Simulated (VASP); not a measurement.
Write the native input for VASP 6.6.1 that does the following.

```
Task                   : relaxation of cell and atoms
Functional             : PBE
Potentials or basis    : VASP PAW PBE potentials, release 64 (Be, Te)
Cutoff                 : 600 eV
k mesh                 : 4 × 4 × 4
Occupations            : gaussian, width 0.02 eV
Spin                   : no spin polarisation
Dipole correction      : no
Further INCAR settings : LREAL = Auto; ALGO = Normal; EDIFF = 1e-06; IBRION = 2; EDIFFG = -0.01; NSW = 100; ISIF = 3
```

The structure of BeTe lies in POSCAR:

```
BeTe
1.0
    6.8349657000      0.0000000000      0.0000000000
    0.0000000000      8.0223187000      0.0000000000
    0.0000000000      0.0000000000      6.9660737000
Be Te
8 8
Direct
    0.8364080000      0.8672860000      0.5869350000
    0.6635920000      0.1327140000      0.0869350000
    0.1635920000      0.1327140000      0.4130650000
    0.3364080000      0.8672860000      0.9130650000
    0.1635920000      0.3672860000      0.9130650000
    0.3364080000      0.6327140000      0.4130650000
    0.6635920000      0.3672860000      0.5869350000
    0.8364080000      0.6327140000      0.0869350000
    0.6987940000      0.8666880000      0.9094550000
    0.8012060000      0.1333120000      0.4094550000
    0.1987940000      0.8666880000      0.5905450000
    0.3012060000      0.1333120000      0.0905450000
    0.3012060000      0.3666880000      0.5905450000
    0.1987940000      0.6333120000      0.0905450000
    0.6987940000      0.6333120000      0.4094550000
    0.8012060000      0.3666880000      0.9094550000
```

The cell was generated, and may not be a known phase.

The input as run:

INCAR

```
SYSTEM = BeTe
ALGO = Normal
EDIFF = 1E-6
EDIFFG = -0.01
ENCUT = 600
GGA = PE
IBRION = 2
ISIF = 3
ISMEAR = 0
LASPH = .TRUE.
LCHARG = .FALSE.
LREAL = Auto
LWAVE = .FALSE.
NELM = 100
NSW = 100
PREC = Accurate
SIGMA = 0.02
```

KPOINTS

```
k-points
0
G
  4 4 4
  0 0 0
```

Potentials or basis: VASP PAW PBE potentials, release 64 (Be, Te).

Command:

```console
$ cat potpaw_PBE.64/Be/POTCAR potpaw_PBE.64/Te/POTCAR > POTCAR
$ mpirun -np 1 vasp_std > vasp.out
```

Results of the run:

- Relaxed volume: 23.94 Å³/atom
- Relaxed cell: a = 6.840 Å, b = 8.029 Å, c = 6.974 Å, α = 90.00°, β = 90.00°, γ = 90.00°
- Space group after relaxing (to 0.1 Å): Pbca (No. 61)
- Energy gained by relaxing: 0.0 meV/atom
- Ionic steps: 2
- Pressure after relaxing: 0.0 GPa
- Largest force after relaxing: 0.006 eV/Å
- Band gap on the k mesh: 2.26 eV (least direct gap 2.32 eV)

Caveat: spin-orbit coupling is left out, which moves the levels of the heavy elements.

Run time: 25 min on 1 thread of Oxide Virtual Turin-like Processor, with other jobs on the host, peak memory 0.63 GiB.
